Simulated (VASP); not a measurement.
# Pt in VASP: a series of runs

The runs below take Pt through relaxation of the atoms, single point, with PBEsol.

Program: VASP 6.6.1. These are calculated values, not measurements. Logs are shortened: lines on timing, memory, paths and dates and some standing lists are left out, and cuts for length are marked.

## (1) The cell of the first run

The cell holds a slab with vacuum, 7 atoms: a = 2.771 Å, b = 2.771 Å, c = 26.754 Å, α = 90.00°, β = 90.00°, γ = 90.00°.

## (2) Relaxation of the atoms, PBEsol

The input, INCAR:

```
PREC     = Accurate       # precision mode
ENCUT    = 520            # plane-wave cutoff, eV
EDIFF    = 1E-7           # SCF threshold, eV
ISMEAR   = 0              # smearing method
SIGMA    = 0.1            # smearing width, eV
LREAL    = F              # projectors in reciprocal space
LASPH    = T              # aspherical terms in the spheres
NELM     = 60             # most SCF steps
ALGO     = Normal         # electronic algorithm
ISIF     = 2              # what is computed and relaxed
LWAVE    = F              # write WAVECAR
LCHARG   = F              # write CHGCAR
LDIPOL   = T            
IDIPOL   = 3            
DIPOL    = 0.5 0.5 0.500
GGA      = PS             # functional
IBRION   = 2              # ionic algorithm
NSW      = 80             # ionic steps
EDIFFG   = -0.02          # ionic threshold
LUSENCCL = F
```

The input, KPOINTS:

```
Automatic mesh
0
Gamma
  12 12 1
```

The input, POSCAR:

```
Pt
1.0
    2.7705009802      0.0000000000      0.0000000000
    0.0000000000      2.7705009802      0.0000000000
    0.0000000000      0.0000000000     26.7542401821
Pt
7
Direct
    0.5000000000      0.5000000000      0.2803293963
    0.0000000000      0.0000000000      0.3535529309
    0.5000000000      0.5000000000      0.4267764654
    0.0000000000      0.0000000000      0.5000000000
    0.5000000000      0.5000000000      0.5732235346
    0.0000000000      0.0000000000      0.6464470691
    0.5000000000      0.5000000000      0.7196706037
```

Potentials or basis: VASP PAW PBE potentials, release 64 (Pt).

Launch:

```console
cat potpaw_PBE.64/Pt/POTCAR > POTCAR
mpirun -np 1 vasp_std > vasp.out
```

OUTCAR:

```text
PREC = Accurate
   ENCUT = 520
   EDIFF = 1E-7
   ISMEAR = 0
   LREAL = F
   LASPH = T
   NELM = 60
   ISIF = 2
   GGA = PS
   IBRION = 2
   NSW = 80
   EDIFFG = -0.02

 ion  position               nearest neighbor table
   1  0.500  0.500  0.280-   2 2.77   2 2.77   2 2.77   2 2.77
   2  0.000  0.000  0.354-   3 2.77   3 2.77   3 2.77   3 2.77   1 2.77   1 2.77   1 2.77   1 2.77

   3  0.500  0.500  0.427-   2 2.77   2 2.77   2 2.77   2 2.77   4 2.77   4 2.77   4 2.77   4 2.77

   4  0.000  0.000  0.500-   3 2.77   5 2.77   3 2.77   5 2.77   3 2.77   5 2.77   3 2.77   5 2.77

   5  0.500  0.500  0.573-   6 2.77   6 2.77   6 2.77   6 2.77   4 2.77   4 2.77   4 2.77   4 2.77

   6  0.000  0.000  0.646-   5 2.77   5 2.77   5 2.77   5 2.77   7 2.77   7 2.77   7 2.77   7 2.77

   7  0.500  0.500  0.720-   6 2.77   6 2.77   6 2.77   6 2.77

  LATTYP: Found a simple tetragonal cell.
 ALAT       =     2.7705009802
 C/A-ratio  =     9.6568239366

  Lattice vectors:

 A1 = (   2.7705009802,   0.0000000000,   0.0000000000)
 A2 = (   0.0000000000,   2.7705009802,   0.0000000000)
 A3 = (   0.0000000000,   0.0000000000,  26.7542401821)

Analysis of symmetry for initial positions (statically):
=====================================================================
 Subroutine PRICEL returns:
 Original cell was already a primitive cell.

 Routine SETGRP: Setting up the symmetry group for a
 simple tetragonal supercell.

 Subroutine GETGRP returns: Found 16 space group operations
 (whereof 16 operations were pure point group operations)
 out of a pool of 16 trial point group operations.

The static configuration has the point symmetry D_4h.

Analysis of symmetry for dynamics (positions and initial velocities):
=====================================================================
 Subroutine PRICEL returns:
 Original cell was already a primitive cell.

 Routine SETGRP: Setting up the symmetry group for a
 simple tetragonal supercell.

 Subroutine GETGRP returns: Found 16 space group operations
 (whereof 16 operations were pure point group operations)
 out of a pool of 16 trial point group operations.

The dynamic configuration has the point symmetry D_4h.

 Subroutine INISYM returns: Found 16 space group operations
 (whereof 16 operations are pure point group operations),
 and found     1 'primitive' translations

----------------------------------------------------------------------------------------

                                     Primitive cell

  volume of cell :     205.3569

  direct lattice vectors                    reciprocal lattice vectors
     2.770500980  0.000000000  0.000000000     0.360945550  0.000000000  0.000000000
     0.000000000  2.770500980  0.000000000     0.000000000  0.360945550  0.000000000
     0.000000000  0.000000000 26.754240182     0.000000000  0.000000000  0.037377253

  length of vectors
     2.770500980  2.770500980 26.754240182     0.360945550  0.360945550  0.037377253

  position of ions in fractional coordinates (direct lattice)
     0.500000000  0.500000000  0.280329396
     0.000000000  0.000000000  0.353552931
     0.500000000  0.500000000  0.426776465
     0.000000000  0.000000000  0.500000000
     0.500000000  0.500000000  0.573223535
     0.000000000  0.000000000  0.646447069
     0.500000000  0.500000000  0.719670604

  ion indices of the primitive-cell ions
   primitive index   ion index
                 1           1
                 2           2
                 3           3
                 4           4
                 5           5
                 6           6
                 7           7

----------------------------------------------------------------------------------------
[... 29 lines left out ...]
  0.166667  0.000000  0.000000      4.000000
  0.250000  0.000000  0.000000      4.000000
  0.333333  0.000000  0.000000      4.000000
  0.416667  0.000000  0.000000      4.000000
[... 16 lines left out ...]
  0.333333  0.333333  0.000000      4.000000
  0.416667  0.333333  0.000000      8.000000
 [... further k-points ...]
   k-points           NKPTS =     28   k-points in BZ     NKDIM =     28   number of bands    NBANDS=     42
   number of dos      NEDOS =    301   number of ions     NIONS =      7
   total plane-waves  NPLWV = 115200
   dimension x,y,z NGX =    24 NGY =   24 NGZ =  200
   dimension x,y,z NGXF=    48 NGYF=   48 NGZF=  400
   ions per type =               7
   NGX,Y,Z   is equivalent  to a cutoff of  14.40, 14.40, 12.43 a.u.
   NGXF,Y,Z  is equivalent  to a cutoff of  28.80, 28.80, 24.86 a.u.
 SYSTEM =  unknown system
   PREC   = accura    normal or accurate (medium, high low for compatibility)
   ISTART =      0    job   : 0-new  1-cont  2-samecut
   ICHARG =      2    charge: 1-file 2-atom 10-const
   ISPIN  =      1    spin polarized calculation?
   LNONCOLLINEAR =      F non collinear calculations
   LSORBIT =      F    spin-orbit coupling
   LASPH  =      T    aspherical Exc in radial PAW
   ENCUT  =  520.0 eV  38.22 Ry    6.18 a.u.   5.15  5.15 49.75*2*pi/ulx,y,z
   NELM   =     60;   NELMIN=  2; NELMDL= -5     # of ELM steps
   EDIFF  = 0.1E-06   stopping-criterion for ELM
   LREAL  =      F    real-space projection
   EDIFFG = -.2E-01   stopping-criterion for IOM
   NSW    =     80    number of steps for IOM
   IBRION =      2    ionic relax: 0-MD 1-quasi-New 2-CG
   NFREE  =      1    steps in history (QN), initial steepest desc. (CG)
   ISIF   =      2    stress and relaxation
   ISYM   =      2    0-nonsym 1-usesym 2-fastsym
   POTIM  = 0.5000    time-step for ionic-motion
   TEBEG  =    0.0;   TEEND  =   0.0 temperature during run
   PSTRESS=    0.0 pullay stress
   NELECT =      70.0000    total number of electrons
   NUPDOWN=      -1.0000    fix difference up-down
   EMIN   =  10.00;   EMAX   =-10.00  energy-range for DOS
   EFERMI =   0.00;   METHOD = LEGACY
   ISMEAR =     0;   SIGMA  =   0.10  broadening in eV -4-tet -1-fermi 0-gaus
   EFERMI_NEDOS =   21; number of points for ismear=-14 and -15
   IALGO  =     38    algorithm
   IMIX   =      4    mixing-type and parameters
     AMIX     =   0.40;   BMIX     =  1.00
     AMIX_MAG =   1.60;   BMIX_MAG =  1.00
  volume/ion in A,a.u.               =      29.34       197.97
  Fermi-wavevector in a.u.,A,eV,Ry     =   1.143592  2.161075 17.793735  1.307803
  Thomas-Fermi vector in A             =   2.280287
   LORBIT       =      0    0 simple, 1 ext, 2 COOP (PROOUT), +10 PAW based schemes
   GGA     = PS    functional components
   LHFCALC =     F    Hartree Fock is set to
   AEXX    =    0.0000 exact exchange contribution
   IVDW    =     0    specifies the selected vdW correction
   LEPSILON=     F    determine dielectric tensor
   LRPA    =     F    only Hartree local field effects (RPA)
 conjugate gradient relaxation of ions
 non-spin polarized calculation
 Gauss-broadening in eV      SIGMA  =   0.10
  energy-cutoff  :      520.00
  volume of cell :      205.36
 maximum number of plane-waves:      5572
 NGX is ok and might be reduce to    24
   NGX = 11   NGY = 11   NGZ = 99

--------------------------------------- Ionic step        1  -------------------------------------------

 number of electron      69.9999995 magnetization

 Free energy of the ion-electron system (eV)
  ---------------------------------------------------
  ext. energy  EPLUGINS =         0.00000000
  ---------------------------------------------------
  free energy    TOTEN  =       -46.60909947 eV

  energy without entropy =      -46.53211304  energy(sigma->0) =      -46.57060625

------------------------ aborting loop because EDIFF is reached ----------------------------------------

  FORCE on cell =-STRESS in cart. coord.  units (eV):
  Direction    XX          YY          ZZ          XY          YZ          ZX
  --------------------------------------------------------------------------------------
  -------------------------------------------------------------------------------------
  Total       -5.3348871     -5.3348871     -1.8653815      0.0000000      0.0000000     -0.0000000
  in kB      -41.6223480    -41.6223480    -14.5535526      0.0000000      0.0000000     -0.0000000
  external PRESSURE =     -32.5994162 kB  Pullay stress =       0.0000000 kB
[... 233 lines left out ...]
--------------------------------------- Ionic step        7  -------------------------------------------

 number of electron      69.9999995 magnetization

 dipolmoment           0.000000      0.000000      0.000000 electrons x Angstroem

------------------------ aborting loop because EDIFF is reached ----------------------------------------

  FORCE on cell =-STRESS in cart. coord.  units (eV):
  Direction    XX          YY          ZZ          XY          YZ          ZX
  --------------------------------------------------------------------------------------
  -------------------------------------------------------------------------------------
  Total       -4.3094237     -4.3094237     -0.5720264      0.0000000     -0.0000000      0.0000000
  in kB      -33.6217674    -33.6217674     -4.4629025      0.0000000     -0.0000000      0.0000000
  external PRESSURE =     -23.9021458 kB  Pullay stress =       0.0000000 kB
[... 28 lines left out ...]
--------------------------------------- Ionic step        8  -------------------------------------------

 number of electron      69.9999995 magnetization

 dipolmoment           0.000000      0.000000     -0.000000 electrons x Angstroem

 Free energy of the ion-electron system (eV)
  ---------------------------------------------------
  ext. energy  EPLUGINS =         0.00000000
  ---------------------------------------------------
  free energy    TOTEN  =       -46.62788237 eV

  energy without entropy =      -46.54948680  energy(sigma->0) =      -46.58868458

 E-fermi :   2.8467     XC(G=0):  -7.6693

 val. band max:        2.8444813620   @ k =   0.5000   0.2500   0.0000
 cond. band min:       2.8600902502   @ k =   0.5000   0.3333   0.0000
 fundamental gap:      0.0156088882
 Fermi energy:         2.8466648270

 k-point     1 :       0.0000    0.0000    0.0000
  band No.  band energies     occupation
      1      -7.2716      2.00000
      2      -6.5597      2.00000
      3      -5.4580      2.00000
      4      -4.4149      2.00000
      5      -4.2346      2.00000
      6      -3.7694      2.00000
[... 1069 lines left out ...]
     41       7.8070      0.00000
     42       8.3872      0.00000

 [... further k-points ...]

------------------------ aborting loop because EDIFF is reached ----------------------------------------

 vacuum level on the upper side and lower side of the slab       (xc-potential included)        -0.017        -0.017

  FORCE on cell =-STRESS in cart. coord.  units (eV):
  Direction    XX          YY          ZZ          XY          YZ          ZX
  --------------------------------------------------------------------------------------
  -------------------------------------------------------------------------------------
  Total       -3.9298507     -3.9298507     -0.1015404      0.0000000      0.0000000     -0.0000000
  in kB      -30.6603707    -30.6603707     -0.7922101      0.0000000      0.0000000     -0.0000000
  external PRESSURE =     -20.7043171 kB  Pullay stress =       0.0000000 kB
[... 22 lines left out ...]
  FREE ENERGIE OF THE ION-ELECTRON SYSTEM (eV)
  ---------------------------------------------------
  free  energy   TOTEN  =       -46.6278823657 eV

  energy  without entropy=      -46.5494868013  energy(sigma->0) =      -46.58868458

 reached required accuracy - stopping structural energy minimisation

 vacuum level on the upper side and lower side of the slab         8.643         8.643
```

It took 7.6 min on 1 × NVIDIA H100 80GB with 1 thread of AMD EPYC 7R13 (Zen 3), shared host; peak memory 1.4 GiB.

What came out:

```yaml
Free_energy: -46.6279 eV
Energy_gained_by_relaxing: 2.7 meV/atom
Ionic_steps: 8
Largest_force_after_relaxing: 0.009 eV/Å
Band_gap_on_the_k_mesh: zero (bands 35 and 36 overlap by 1.49 eV)
```

Forces on the atoms (eV/Å):
```
Pt   0.000  0.000  0.009
Pt   0.000  0.000 -0.009
Pt   0.000  0.000 -0.005
Pt   0.000  0.000  0.000
Pt   0.000  0.000  0.005
Pt   0.000  0.000  0.009
Pt   0.000  0.000 -0.009
```

The path:
```tsv
step	energy change (eV)	largest force (eV/Å)	pressure (GPa)
1	0.0000	0.3553	-3.26
2	-0.0130	0.1519	-2.93
3	-0.0145	0.1185	-2.76
4	-0.0165	0.0541	-2.65
5	-0.0167	0.0394	-2.60
6	-0.0171	0.0344	-2.55
7	-0.0180	0.0237	-2.39
8	-0.0188	0.0093	-2.07
```

Final structure:
```
Pt
1.0
     2.77050    0.00000    0.00000
     0.00000    2.77050    0.00000
     0.00000    0.00000   26.75424
Pt
7
Direct
  0.50000 0.50000 0.28247
  0.00000 0.00000 0.35390
  0.50000 0.50000 0.42675
  0.00000 0.00000 0.50000
  0.50000 0.50000 0.57325
  0.00000 0.00000 0.64610
  0.50000 0.50000 0.71753
```

Caveat: the PAW data sets were made with another functional, which shifts forces and pressure a little; spin-orbit coupling is left out, which moves the levels of the heavy elements.

## (3) Single point, PBEsol

The input, INCAR:

```
PREC = Accurate ; ENCUT = 520
EDIFF = 1E-6 ; ISMEAR = 0
SIGMA = 0.1 ; LREAL = F
LASPH = T ; NELM = 100
ALGO = Fast ; ISIF = 2
LWAVE = F ; LCHARG = F
LDIPOL = T ; IDIPOL = 3
DIPOL = 0.5 0.5 0.500 ; GGA = PS
NBANDS = 44
```

KPOINTS is that of step 2.

POSCAR is that of step 2.

Potentials or basis: VASP PAW PBE potentials, release 64 (Pt).

Launch:

```console
cat potpaw_PBE.64/Pt/POTCAR > POTCAR
mpirun -np 1 vasp_std > vasp.out
```

Wall time 14 min (1 thread of Intel Xeon 8259CL, shared host); peak memory 0.44 GiB.

Results (log left out):

* Free energy: -46.6091 eV
* Largest force: 0.355 eV/Å
* Band gap on the k mesh: zero (bands 35 and 36 overlap by 1.55 eV)

Forces on the atoms (eV/Å):
```
Pt   0.000  0.000  0.355
Pt   0.000  0.000 -0.265
Pt   0.000  0.000 -0.082
Pt   0.000  0.000  0.000
Pt   0.000  0.000  0.082
Pt   0.000  0.000  0.265
Pt   0.000  0.000 -0.355
```

Levels at points of the mesh, in eV from the Fermi level:
```
           k point  band 31  band 32  band 33  band 34  band 35  band 36  band 37  band 38  band 39  band 40
(0.00, 0.00, 0.00)    -0.80    -0.80    -0.67    -0.60    -0.23    -0.03    -0.03     0.10     0.14     0.39
(0.50, 0.00, 0.00)    -0.43    -0.14    -0.12    -0.07     0.06     0.14     0.91     1.30     1.68     1.79
(0.50, 0.50, 0.00)     0.51     0.52     0.52     1.11     1.11     2.57     2.57     4.28     4.28     6.11
```

Caveat: the PAW data sets were made with another functional, which shifts forces and pressure a little; spin-orbit coupling is left out, which moves the levels of the heavy elements.

## (4) Single point, PBEsol

The input, INCAR:

```
SYSTEM = Pt
PREC = Accurate ; ENCUT = 520
EDIFF = 1E-6 ; ISMEAR = 0
SIGMA = 0.1 ; LREAL = .False.
LASPH = .True. ; NELM = 60
ALGO = Fast ; ISIF = 2
LWAVE = .False. ; LCHARG = .False.
LDIPOL = .True. ; IDIPOL = 3
DIPOL = 0.5 0.5 0.500 ; GGA = PS
NBANDS = 44
```

The input, KPOINTS:

```
Automatic mesh
0
Gamma
  12 12 1
  0 0 0
```

The input, POSCAR:

```
Pt
1.0
    2.7705009802      0.0000000000      0.0000000000
    0.0000000000      2.7705009802      0.0000000000
    0.0000000000      0.0000000000     26.7542401821
Pt
7
Direct
    0.5000000000      0.5000000000      0.2822988403
    0.0000000000      0.0000000000      0.3537435333
    0.5000000000      0.5000000000      0.4266599431
    0.0000000000      0.0000000000      0.5000000005
    0.5000000000      0.5000000000      0.5733400572
    0.0000000000      0.0000000000      0.6462564667
    0.5000000000      0.5000000000      0.7177011590
```

Launch:

```console
cat potpaw_PBE.64/Pt/POTCAR > POTCAR
mpirun -np 1 vasp_std > vasp.out
```

Wall time 16 min (1 thread of Intel Xeon 8259CL, shared host); peak memory 0.44 GiB.

The run converged. Its results:

| Quantity | Value |
| --- | --- |
| Free energy | -46.6278 eV |
| Largest force | 0.014 eV/Å |
| Band gap on the k mesh | zero (bands 35 and 36 overlap by 1.49 eV) |

Forces on the atoms (eV/Å):
```
Pt   0.000  0.000  0.014
Pt   0.000  0.000  0.001
Pt   0.000  0.000  0.000
Pt   0.000  0.000  0.000
Pt   0.000  0.000  0.000
Pt   0.000  0.000 -0.001
Pt   0.000  0.000 -0.014
```

Levels at points of the mesh, in eV from the Fermi level:
```tsv
k point	band 33	band 34	band 35	band 36	band 37	band 38
(0.00, 0.00, 0.00)	-0.67	-0.67	-0.27	-0.04	-0.04	0.08
(0.50, 0.00, 0.00)	-0.13	-0.06	0.07	0.08	0.90	1.28
(0.50, 0.50, 0.00)	0.52	1.04	1.04	2.54	2.54	4.22
```

Caveat: the PAW data sets were made with another functional, which shifts forces and pressure a little; spin-orbit coupling is left out, which moves the levels of the heavy elements.

## (5) Summary

| task | cell | gap on the mesh (eV) | largest force (eV/Å) |
| --- | --- | --- | --- |
| relaxation of the atoms | atoms relaxed, atomic positions A | none | 0.01 |
| single point | as given, atomic positions A | none | 0.36 |
| single point | as given, atomic positions B | none | 0.01 |

Alike in all rows: level PBEsol; potentials or basis VASP PAW PBE potentials, release 64 (Pt); no spin polarisation; k mesh 12 × 12 × 1; cutoff (eV) 520; smearing gaussian 0.1 eV.

Caveats: the PAW data sets were made with another functional, which shifts forces and pressure a little; spin-orbit coupling is left out, which moves the levels of the heavy elements.

Total energies depend on the potentials used, so only differences within one code and one set of settings carry meaning.
